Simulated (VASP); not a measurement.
Input of a VASP 6.6.1 run:

The input INCAR:

```
PREC = Accurate
ENCUT = 520
EDIFF = 1E-6
ISMEAR = 0
SIGMA = 0.15
LREAL = F
LASPH = T
NELM = 80
ALGO = Fast
ISIF = 2
LWAVE = F
LCHARG = T
GGA = PE
IVDW = 12
LELF = T
LVHAR = T
NBANDS = 14
```

File KPOINTS:

```
Automatic mesh
0
Gamma
  18 18 4
```

Contents of POSCAR:

```
Al
1.0
    2.8895673394      0.0000000000      0.0000000000
   -1.4447836697      2.5024387218      0.0000000000
    0.0000000000      0.0000000000      9.2410470711
Al
4
Direct
   -0.1725398516      0.0000000000      0.0000000000
    0.3333333333      0.6666666667      0.2500000000
    0.1725398516      0.0000000000      0.5000000000
    0.6666666667      0.3333333333      0.7500000000
```

Potentials or basis: VASP PAW PBE potentials, release 64 (Al).

Run with:

```bash
$ cat potpaw_PBE.64/Al/POTCAR > POTCAR
$ mpirun -np 1 vasp_std > vasp.out
```

(1) Estimate the band gap on the k mesh.

(2) What does it give for the dispersion energy per atom?

(3) What does it give for the largest force?

(4) Estimate the pressure.

## Answers

(1) zero (band 6 reaches 11.87 eV, above the bottom of band 7 at 6.15 eV).

(2) -0.332 eV.

(3) 0.395 eV/Å.

(4) -2.1 GPa.

Caveat: pairwise dispersion overbinds metals, which lowers pressure and volume.
